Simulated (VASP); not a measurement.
# SiC (F-43m) in VASP: further runs

Runs on SiC. Level: PBE. Tasks: single point.

All numbers are computed with VASP 6.6.1; they aren't measurements. Logs are shortened: lines on timing, memory, paths and dates and some standing lists are left out, and cuts for length are marked.

**1. The cell of the first run**

The structure is cubic, space group F-43m (No. 216). The conventional cell has a = 4.290 Å, b = 4.290 Å, c = 4.290 Å, α = 90.00°, β = 90.00°, γ = 90.00°. Si (site symmetry -43m) has 4 C at 1.86 Å within 2.5 Å. C (site symmetry -43m) has 4 Si at 1.86 Å within 2.5 Å.

**2. Single point, PBE (volume scaled by 0.94)**

The input, INCAR:

```
SYSTEM = SiC
PREC = Accurate ; ENCUT = 520
EDIFF = 1E-6 ; ISMEAR = 0
SIGMA = 0.02 ; LREAL = .FALSE.
LASPH = .TRUE. ; NELM = 100
ALGO = Normal ; ISIF = 2
LWAVE = .FALSE. ; LCHARG = .TRUE.
GGA = PE ; LELF = .TRUE.
LVHAR = .TRUE. ; NBANDS = 11
```

The input, KPOINTS:

```
regular mesh
0
G
  10 10 10
  0 0 0
```

The input, POSCAR:

```
SiC
1.0
    0.0000000000      2.1451638705      2.1451638705
    2.1451638705      0.0000000000      2.1451638705
    2.1451638705      2.1451638705      0.0000000000
Si C
1 1
Direct
    0.0000000000      0.0000000000      0.0000000000
    0.2500000000      0.2500000000      0.2500000000
```

Potentials or basis: VASP PAW PBE potentials, release 64 (Si, C).

On the command line:

```bash
$ cat potpaw_PBE.64/Si/POTCAR potpaw_PBE.64/C/POTCAR > POTCAR
$ mpirun -np 1 vasp_std > vasp.out
```

OUTCAR:

```text
SYSTEM = SiC
   PREC = Accurate
   ENCUT = 520
   EDIFF = 1E-6
   ISMEAR = 0
   LREAL = .FALSE.
   LASPH = .TRUE.
   NELM = 100
   ISIF = 2
   GGA = PE

 ion  position               nearest neighbor table
   1  0.000  0.000  0.000-   2 1.86   2 1.86   2 1.86   2 1.86
   2  0.250  0.250  0.250-   1 1.86   1 1.86   1 1.86   1 1.86

  LATTYP: Found a face centered cubic cell.
 ALAT       =     4.2903277410

  Lattice vectors:

 A1 = (   0.0000000000,   2.1451638705,   2.1451638705)
 A2 = (   2.1451638705,   0.0000000000,   2.1451638705)
 A3 = (   2.1451638705,   2.1451638705,   0.0000000000)

Analysis of symmetry for initial positions (statically):
=====================================================================
 Subroutine PRICEL returns:
 Original cell was already a primitive cell.

 Routine SETGRP: Setting up the symmetry group for a
 face centered cubic supercell.

 Subroutine GETGRP returns: Found 24 space group operations
 (whereof 24 operations were pure point group operations)
 out of a pool of 48 trial point group operations.

The static configuration has the point symmetry T_d .

Analysis of symmetry for dynamics (positions and initial velocities):
=====================================================================
 Subroutine PRICEL returns:
 Original cell was already a primitive cell.

 Routine SETGRP: Setting up the symmetry group for a
 face centered cubic supercell.

 Subroutine GETGRP returns: Found 24 space group operations
 (whereof 24 operations were pure point group operations)
 out of a pool of 48 trial point group operations.

The dynamic configuration has the point symmetry T_d .

 Subroutine INISYM returns: Found 24 space group operations
 (whereof 24 operations are pure point group operations),
 and found     1 'primitive' translations

----------------------------------------------------------------------------------------

                                     Primitive cell

  volume of cell :      19.7429

  direct lattice vectors                    reciprocal lattice vectors
     0.000000000  2.145163870  2.145163870    -0.233082426  0.233082426  0.233082426
     2.145163870  0.000000000  2.145163870     0.233082426 -0.233082426  0.233082426
     2.145163870  2.145163870  0.000000000     0.233082426  0.233082426 -0.233082426

  length of vectors
     3.033719839  3.033719839  3.033719839     0.403710605  0.403710605  0.403710605

  position of ions in fractional coordinates (direct lattice)
     0.000000000  0.000000000  0.000000000
     0.250000000  0.250000000  0.250000000

  ion indices of the primitive-cell ions
[... 79 lines left out ...]
   IBRION =     -1    ionic relax: 0-MD 1-quasi-New 2-CG
   NFREE  =      0    steps in history (QN), initial steepest desc. (CG)
   ISIF   =      2    stress and relaxation
   ISYM   =      2    0-nonsym 1-usesym 2-fastsym
   POTIM  = 0.5000    time-step for ionic-motion
   TEBEG  =    0.0;   TEEND  =   0.0 temperature during run
   PSTRESS=    0.0 pullay stress
   NELECT =       8.0000    total number of electrons
   NUPDOWN=      -1.0000    fix difference up-down
   EMIN   =  10.00;   EMAX   =-10.00  energy-range for DOS
   EFERMI =   0.00;   METHOD = LEGACY
   ISMEAR =     0;   SIGMA  =   0.02  broadening in eV -4-tet -1-fermi 0-gaus
   EFERMI_NEDOS =   21; number of points for ismear=-14 and -15
   IALGO  =     38    algorithm
   IMIX   =      4    mixing-type and parameters
     AMIX     =   0.40;   BMIX     =  1.00
     AMIX_MAG =   1.60;   BMIX_MAG =  1.00
  volume/ion in A,a.u.               =       9.87        66.62
  Fermi-wavevector in a.u.,A,eV,Ry     =   1.211438  2.289285 19.967650  1.467581
  Thomas-Fermi vector in A             =   2.346953
   LORBIT       =      0    0 simple, 1 ext, 2 COOP (PROOUT), +10 PAW based schemes
   GGA     = PE    functional components
   LHFCALC =     F    Hartree Fock is set to
   AEXX    =    0.0000 exact exchange contribution
   IVDW    =     0    specifies the selected vdW correction
   LEPSILON=     F    determine dielectric tensor
   LRPA    =     F    only Hartree local field effects (RPA)
 non-spin polarized calculation
 Gauss-broadening in eV      SIGMA  =   0.02
  energy-cutoff  :      520.00
  volume of cell :       19.74
 maximum number of plane-waves:       544
   NGX = 11   NGY = 11   NGZ = 11

 number of electron       7.9999999 magnetization

 Free energy of the ion-electron system (eV)
  ---------------------------------------------------
  ext. energy  EPLUGINS =         0.00000000
  ---------------------------------------------------
  free energy    TOTEN  =       -15.00547301 eV

  energy without entropy =      -15.00547301  energy(sigma->0) =      -15.00547301

 E-fermi :   8.7722     XC(G=0): -11.5625

 val. band max:        8.6423584323   @ k =   0.0000   0.0000   0.0000
 cond. band min:       9.9540129382   @ k =   0.5000   0.5000   0.0000
 fundamental gap:      1.3116545059
 Fermi energy:         8.7722284732

 k-point     1 :       0.0000    0.0000    0.0000
  band No.  band energies     occupation
      1      -7.1343      2.00000
      2       8.6424      2.00000
      3       8.6424      2.00000
      4       8.6424      2.00000
      5      15.4294      0.00000
      6      16.2842      0.00000
      7      16.2842      0.00000
      8      16.2842      0.00000
      9      23.4279      0.00000
     10      23.4279      0.00000
     11      25.8637      0.00000
[... 309 lines left out ...]
 k-point    24 :       0.4000    0.3000    0.0000
  band No.  band energies     occupation
      1      -3.8671      2.00000
      2       3.0083      2.00000
      3       5.3980      2.00000
      4       5.9449      2.00000
      5      11.5463      0.00000
      6      14.4647      0.00000
      7      20.7800      0.00000
      8      21.0265      0.00000
      9      22.9774      0.00000
     10      27.1614      0.00000
     11      30.6263      0.00000

 [... further k-points ...]
[... 5 lines left out ...]
  --------------------------------------------------------------------------------------
  -------------------------------------------------------------------------------------
  Total        1.8194816      1.8194816      1.8194816      0.0000000     -0.0000000      0.0000000
  in kB      147.6545456    147.6545456    147.6545456      0.0000000     -0.0000000      0.0000000
  external PRESSURE =     147.6545456 kB  Pullay stress =       0.0000000 kB

 VOLUME and BASIS-vectors are now :
 -----------------------------------------------------------------------------
  energy-cutoff  :      520.00
  volume of cell :       19.74
      direct lattice vectors                 reciprocal lattice vectors
     0.000000000  2.145163870  2.145163870    -0.233082426  0.233082426  0.233082426
     2.145163870  0.000000000  2.145163870     0.233082426 -0.233082426  0.233082426
     2.145163870  2.145163870  0.000000000     0.233082426  0.233082426 -0.233082426

 POSITION                                       TOTAL-FORCE (eV/Angst)
 -----------------------------------------------------------------------------------
      0.00000      0.00000      0.00000        -0.000000     -0.000000     -0.000000
      1.07258      1.07258      1.07258         0.000000      0.000000      0.000000
 -----------------------------------------------------------------------------------
    total drift:                                0.000000      0.000000      0.000000

  FREE ENERGIE OF THE ION-ELECTRON SYSTEM (eV)
  ---------------------------------------------------
  free  energy   TOTEN  =       -15.0054730064 eV

  energy  without entropy=      -15.0054730064  energy(sigma->0) =      -15.00547301
```

OSZICAR:

```text
N       E                     dE             d eps       ncg     rms          rms(c)
DAV:   1     0.286197402944E+01    0.28620E+01   -0.39975E+03  1098   0.619E+02
DAV:   2    -0.164494114997E+02   -0.19311E+02   -0.18491E+02  1259   0.111E+02
DAV:   3    -0.169937917432E+02   -0.54438E+00   -0.54344E+00  1281   0.150E+01
DAV:   4    -0.169957883544E+02   -0.19966E-02   -0.19965E-02  1192   0.114E+00
DAV:   5    -0.169957966647E+02   -0.83103E-05   -0.83102E-05  1278   0.689E-02    0.932E+00
DAV:   6    -0.150785219159E+02    0.19173E+01   -0.65689E+00  1160   0.117E+01    0.418E+00
DAV:   7    -0.150133869104E+02    0.65135E-01   -0.45074E-01  1223   0.380E+00    0.187E+00
DAV:   8    -0.150052735701E+02    0.81133E-02   -0.21281E-02  1175   0.970E-01    0.172E-01
DAV:   9    -0.150053682228E+02   -0.94653E-04   -0.15819E-03  1272   0.230E-01    0.115E-01
DAV:  10    -0.150054705765E+02   -0.10235E-03   -0.21506E-04  1163   0.909E-02    0.267E-02
DAV:  11    -0.150054726294E+02   -0.20529E-05   -0.36399E-05  1238   0.323E-02    0.687E-03
DAV:  12    -0.150054730064E+02   -0.37699E-06   -0.16506E-06   943   0.784E-03
   1 F= -.15005473E+02 E0= -.15005473E+02  d E =-.164895E-22
```

It took 6.2 s on 1 thread of Intel Xeon Platinum 8259CL at 2.50GHz (Skylake/Cascade Lake), shared host; peak memory 0.13 GiB.

Results:

| Item | Value |
| --- | --- |
| Free energy | -15.0055 eV |
| Pressure | 14.8 GPa |
| Band gap on the k mesh | 1.31 eV, indirect (least direct gap 4.59 eV) |

 A k mesh can miss the band edges.

**3. Single point, PBE (volume scaled by 0.91)**

The input, INCAR:

```
ALGO = Normal
EDIFF = 1E-7
ENCUT = 520
GGA = PE
ISIF = 2
ISMEAR = 0
LASPH = T
LCHARG = T
LELF = T
LREAL = F
LVHAR = T
LWAVE = F
NBANDS = 11
NELM = 80
PREC = Accurate
SIGMA = 0.02
```

The input, KPOINTS:

```
k-points
0
Gamma
  10 10 10
```

The input, POSCAR:

```
SiC
1.0
    0.0000000000      2.1220958045      2.1220958045
    2.1220958045      0.0000000000      2.1220958045
    2.1220958045      2.1220958045      0.0000000000
Si C
1 1
Direct
    0.0000000000      0.0000000000      0.0000000000
    0.2500000000      0.2500000000      0.2500000000
```

Potentials or basis: VASP PAW PBE potentials, release 64 (Si, C).

On the command line:

```bash
$ cat potpaw_PBE.64/Si/POTCAR potpaw_PBE.64/C/POTCAR > POTCAR
$ mpirun -np 1 vasp_std > vasp.out
```

OUTCAR:

```text
EDIFF = 1E-7
   ENCUT = 520
   GGA = PE
   ISIF = 2
   ISMEAR = 0
   LASPH = T
   LREAL = F
   NELM = 80
   PREC = Accurate

 ion  position               nearest neighbor table
   1  0.000  0.000  0.000-   2 1.84   2 1.84   2 1.84   2 1.84
   2  0.250  0.250  0.250-   1 1.84   1 1.84   1 1.84   1 1.84

  LATTYP: Found a face centered cubic cell.
 ALAT       =     4.2441916090

  Lattice vectors:

 A1 = (   0.0000000000,   2.1220958045,   2.1220958045)
 A2 = (   2.1220958045,   0.0000000000,   2.1220958045)
 A3 = (   2.1220958045,   2.1220958045,   0.0000000000)
[... 513 lines left out ...]
      7      21.5274      0.00000
      8      21.7252      0.00000
      9      23.7636      0.00000
     10      27.8558      0.00000
     11      31.5003      0.00000

 [... further k-points ...]
[... 5 lines left out ...]
  --------------------------------------------------------------------------------------
  -------------------------------------------------------------------------------------
  Total        2.8608560      2.8608560      2.8608560     -0.0000000      0.0000000     -0.0000000
  in kB      239.8179185    239.8179185    239.8179185     -0.0000000      0.0000000     -0.0000000
  external PRESSURE =     239.8179185 kB  Pullay stress =       0.0000000 kB

 VOLUME and BASIS-vectors are now :
 -----------------------------------------------------------------------------
  energy-cutoff  :      520.00
  volume of cell :       19.11
      direct lattice vectors                 reciprocal lattice vectors
     0.000000000  2.122095804  2.122095804    -0.235616130  0.235616130  0.235616130
     2.122095804  0.000000000  2.122095804     0.235616130 -0.235616130  0.235616130
     2.122095804  2.122095804  0.000000000     0.235616130  0.235616130 -0.235616130

 POSITION                                       TOTAL-FORCE (eV/Angst)
 -----------------------------------------------------------------------------------
      0.00000      0.00000      0.00000        -0.000000     -0.000000     -0.000000
      1.06105      1.06105      1.06105         0.000000      0.000000      0.000000
 -----------------------------------------------------------------------------------
    total drift:                                0.000000      0.000000      0.000000

  FREE ENERGIE OF THE ION-ELECTRON SYSTEM (eV)
  ---------------------------------------------------
  free  energy   TOTEN  =       -14.9295364275 eV

  energy  without entropy=      -14.9295364275  energy(sigma->0) =      -14.92953643
```

stdout:

```text
POSCAR found type information on POSCAR SiC
 POSCAR found :  2 types and       2 ions
 scaLAPACK will be used
 LDA part: xc-table for (Slater+PW92), standard interpolation
 POSCAR, INCAR and KPOINTS ok, starting setup
 FFT: planning ... GRIDC
 FFT: planning ... GRID_SOFT
 FFT: planning ... GRID
 WAVECAR not read
 entering main loop
```

Wall time 7 s (1 thread of Intel Xeon Platinum 8259CL at 2.50GHz (Skylake/Cascade Lake), shared host); peak memory 0.13 GiB.

Results:

```yaml
Free_energy: -14.9295 eV
Pressure: 24.0 GPa
Band_gap_on_the_k_mesh: 1.28 eV, indirect (least direct gap 4.62 eV)
```
